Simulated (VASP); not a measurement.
Write the native input for VASP 6.6.1 that does the following.

| Item | Value |
| --- | --- |
| Task | single point |
| Functional | LDA |
| Potentials or basis | VASP PAW LDA potentials, release 64 (Ni, Al) |
| Cutoff | 520 eV |
| k mesh | 8 × 8 × 8 |
| Occupations | fermi-dirac, width 0.05 eV |
| Spin | collinear spin, ferromagnetic start |
| Starting moments | [1.0, 1.0, 1.0, 0.0] μB |
| Dipole correction | no |
| Further INCAR settings | ALGO = Fast; EDIFF = 1e-07; NBANDS = 28 |

The structure of AlNi3 lies in POSCAR:

```
AlNi3
1.0
    3.5230547267      0.0000000000      0.0000000000
    0.0000000000      3.5230547267      0.0000000000
    0.0000000000      0.0000000000      3.5230547267
Ni Al
3 1
Direct
    0.5000000000      0.5000000000      0.0000000000
    0.5000000000      0.0000000000      0.5000000000
    0.0000000000      0.5000000000      0.5000000000
    0.0000000000      0.0000000000      0.0000000000
```

One way to write it, as run:

INCAR

```
PREC = Accurate
ENCUT = 520
EDIFF = 1E-7
ISMEAR = -1
SIGMA = 0.05
LREAL = False
LASPH = True
NELM = 150
ALGO = Fast
ISIF = 2
LWAVE = False
LCHARG = True
ISPIN = 2
MAGMOM = 1 1 1 0
LORBIT = 11
LMAXMIX = 4
LELF = True
LVHAR = True
NBANDS = 28
```

KPOINTS

```
regular mesh
0
Gamma
  8 8 8
```

Potentials or basis: VASP PAW LDA potentials, release 64 (Ni, Al).

Launch:

```console
$ cat potpaw_LDA.64/Ni/POTCAR potpaw_LDA.64/Al/POTCAR > POTCAR
$ mpirun -np 1 vasp_std > vasp.out
```

Results of the run:

```json
{
  "Pressure": "-7.2 GPa",
  "Net moment": "0.38 μB per cell",
  "Site moments": "Ni +0.13; Al -0.00 μB",
  "Valence electrons inside the program's atomic spheres": "Ni 9.47; Al 0.82"
}
```

It took 47 s on 1 thread of Intel(R) Xeon(R) 6975P-C (Granite Rapids), with other jobs on the host, peak memory 0.19 GiB.
